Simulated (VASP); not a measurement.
Write the native input for VASP 6.6.1 that does the following.

```
Task                   : single point
Functional             : PBE
Potentials or basis    : VASP PAW PBE potentials, release 64 (B, As)
Cutoff                 : 520 eV
k mesh                 : 10 × 10 × 10
Occupations            : gaussian, width 0.02 eV
Spin                   : no spin polarisation
Dipole correction      : no
Further INCAR settings : ALGO = Normal; EDIFF = 1e-06; NBANDS = 11
```

The structure of BAs lies in POSCAR:

```
BAs
1.0
    0.0000000000      2.4044111691      2.4044111691
    2.4044111691      0.0000000000      2.4044111691
    2.4044111691      2.4044111691      0.0000000000
B As
1 1
Direct
    0.0000000000      0.0000000000      0.0000000000
    0.2500000000      0.2500000000      0.2500000000
```

One way to write it, as run:

INCAR

```
SYSTEM = BAs
  PREC = Accurate
  ENCUT = 520
  EDIFF = 1E-6
  ISMEAR = 0
  SIGMA = 0.02
  LREAL = .FALSE.
  LASPH = .TRUE.
  NELM = 80
  ALGO = Normal
  ISIF = 2
  LWAVE = .FALSE.
  LCHARG = .FALSE.
  GGA = PE
  NBANDS = 11
```

KPOINTS

```
regular mesh
0
G
  10 10 10
  0 0 0
```

Potentials or basis: VASP PAW PBE potentials, release 64 (B, As).

The run is started by

```console
$ cat potpaw_PBE.64/B/POTCAR potpaw_PBE.64/As/POTCAR > POTCAR
$ mpirun -np 1 vasp_std > vasp.out
```

It gave:

| Quantity | Value |
| --- | --- |
| Pressure | 0.6 GPa |
| Band gap on the k mesh | 1.20 eV, indirect (least direct gap 3.25 eV) |

Run time: 16 s on 1 thread of Intel(R) Xeon(R) Platinum 8375C CPU @ 2.90GHz (Ice Lake) (shared host), peak memory 0.16 GiB.
